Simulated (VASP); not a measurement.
Input of a VASP 6.6.1 run:

The input INCAR:

```
SYSTEM = SiNi2
PREC = Accurate ; ENCUT = 600
EDIFF = 1E-6 ; ISMEAR = -1
SIGMA = 0.05 ; LREAL = .False.
LASPH = .True. ; NELM = 150
ALGO = Fast ; ISIF = 3
LWAVE = .False. ; LCHARG = .False.
ISPIN = 2 ; MAGMOM = 1 1 1 1 1 1 1 1 0 0 0 0
LORBIT = 11 ; LMAXMIX = 4
GGA = PS ; IVDW = 13
IBRION = 2 ; NSW = 60
EDIFFG = -0.01 ; KPAR = 4
```

The input KPOINTS:

```
regular mesh
0
Gamma
  6 7 4
  0 0 0
```

File POSCAR:

```
SiNi2
1.0
    4.9900000000      0.0000000000      0.0000000000
    0.0000000000      3.7200000000      0.0000000000
    0.0000000000      0.0000000000      7.0300000000
Ni Si
8 4
Direct
    0.3250000000      0.7500000000      0.9370000000
    0.6750000000      0.2500000000      0.0630000000
    0.1750000000      0.2500000000      0.4370000000
    0.8250000000      0.7500000000      0.5630000000
    0.4580000000      0.7500000000      0.2970000000
    0.5420000000      0.2500000000      0.7030000000
    0.0420000000      0.2500000000      0.7970000000
    0.9580000000      0.7500000000      0.2030000000
    0.7860000000      0.7500000000      0.8860000000
    0.2140000000      0.2500000000      0.1140000000
    0.7140000000      0.2500000000      0.3860000000
    0.2860000000      0.7500000000      0.6140000000
```

Potentials or basis: VASP PAW PBE potentials, release 64 (Ni, Si).

Command:

```console
$ cat potpaw_PBE.64/Ni/POTCAR potpaw_PBE.64/Si/POTCAR > POTCAR
$ mpirun -np 4 vasp_std > vasp.out
```

Task: What does it give for the relaxed cell?

Result: a = 4.867 Å, b = 3.689 Å, c = 6.972 Å, α = 90.00°, β = 90.00°, γ = 90.00°.

Task: Predict the space group after relaxing (to 0.1 Å).

Result: Pnma (No. 62).

Task: Estimate the band gap on the k mesh.

Result: Zero (filled and empty bands overlap).

Task: Estimate the relaxed volume.

Result: 10.43 Å³/atom.

Final structure:
```yaml
crystal:
  lattice:
    - [4.86701, 0.00000, 0.00000]
    - [0.00000, 3.68903, 0.00000]
    - [0.00000, 0.00000, 6.97176]
  atoms:
    - { symbol: Ni, position: [0.32756, 0.75000, 0.93979] }
    - { symbol: Ni, position: [0.67244, 0.25000, 0.06021] }
    - { symbol: Ni, position: [0.17244, 0.25000, 0.43979] }
    - { symbol: Ni, position: [0.82756, 0.75000, 0.56021] }
    - { symbol: Ni, position: [0.45649, 0.75000, 0.29092] }
    - { symbol: Ni, position: [0.54351, 0.25000, 0.70908] }
    - { symbol: Ni, position: [0.04351, 0.25000, 0.79092] }
    - { symbol: Ni, position: [0.95649, 0.75000, 0.20908] }
    - { symbol: Si, position: [0.79382, 0.75000, 0.88712] }
    - { symbol: Si, position: [0.20618, 0.25000, 0.11288] }
    - { symbol: Si, position: [0.70618, 0.25000, 0.38712] }
    - { symbol: Si, position: [0.29382, 0.75000, 0.61288] }
```

Caveat: the moments typed at the start vanished in this run; the PAW data sets were made with another functional, which shifts forces and pressure a little.
